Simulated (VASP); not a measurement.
GaP: relaxation of cell and atoms with BLYP+D4

Crystal: GaP.

```
CELL_PARAMETERS angstrom
0.00000 2.72525 2.72525
2.72525 0.00000 2.72525
2.72525 2.72525 0.00000
ATOMIC_POSITIONS crystal
Ga 0.00000 0.00000 0.00000
P 0.75000 0.75000 0.75000
```

* Program: VASP 6.6.1
* Task: relaxation of cell and atoms
* Functional: BLYP
* Dispersion: D4
* Potentials or basis: VASP PAW PBE potentials, release 64 (Ga_d, P)
* Cutoff: 600 eV
* k mesh: 8 × 8 × 8
* Occupations: fermi-dirac, width 0.05 eV
* Spin: no spin polarisation
* Dipole correction: no
* Further INCAR settings: ALGO = Normal; EDIFF = 1e-07; IBRION = 2; EDIFFG = -0.005; NSW = 80; ISIF = 3

| Item | Value |
| --- | --- |
| Relaxed volume | 20.17 Å³/atom |
| Relaxed cell | a = 3.850 Å, b = 3.850 Å, c = 3.850 Å, α = 60.00°, β = 60.00°, γ = 60.00° |
| Space group after relaxing (to 0.05 Å) | F-43m (No. 216) |
| Energy gained by relaxing | 0.1 meV/atom |
| Ionic steps | 3 |
| Pressure after relaxing | 0.0 GPa |
| Band gap on the k mesh | 1.69 eV, indirect (least direct gap 1.76 eV) |
| Dispersion energy per atom | -0.788 eV |

Step by step:
```
step  energy change (eV)  largest force (eV/Å)  pressure (GPa)  volume (Å³)
   1              0.0000                0.0000           -0.28        40.48
   2             -0.0001                0.0000            0.18        40.27
   3             -0.0001                0.0000           -0.02        40.35
```

Final structure:
```
CELL_PARAMETERS angstrom
0.00000 2.72223 2.72223
2.72223 0.00000 2.72223
2.72223 2.72223 0.00000
ATOMIC_POSITIONS crystal
Ga 0.00000 0.00000 0.00000
P 0.75000 0.75000 0.75000
```

Levels at points of the mesh, in eV from the valence-band top:
```
           k point  band 6  band 7  band 8  band 9  band 10  band 11  band 12  band 13
(0.00, 0.00, 0.00)  -12.49    0.00    0.00    0.00     1.76     3.94     3.94     3.94
(0.50, 0.00, 0.00)  -10.45   -6.61   -1.11   -1.11     1.69     4.82     4.82     8.51
(0.50, 0.50, 0.00)   -9.54   -6.78   -2.66   -2.66     1.82     1.94    10.60    10.60
```

Run time: 64 s on 1 thread of Intel(R) Xeon(R) Platinum 8488C (Sapphire Rapids) (shared host), peak memory 0.19 GiB.

Caveat: the PAW data sets were made with another functional, which shifts forces and pressure a little. A hybrid or GW would open this gap; BLYP tends to underestimate it.
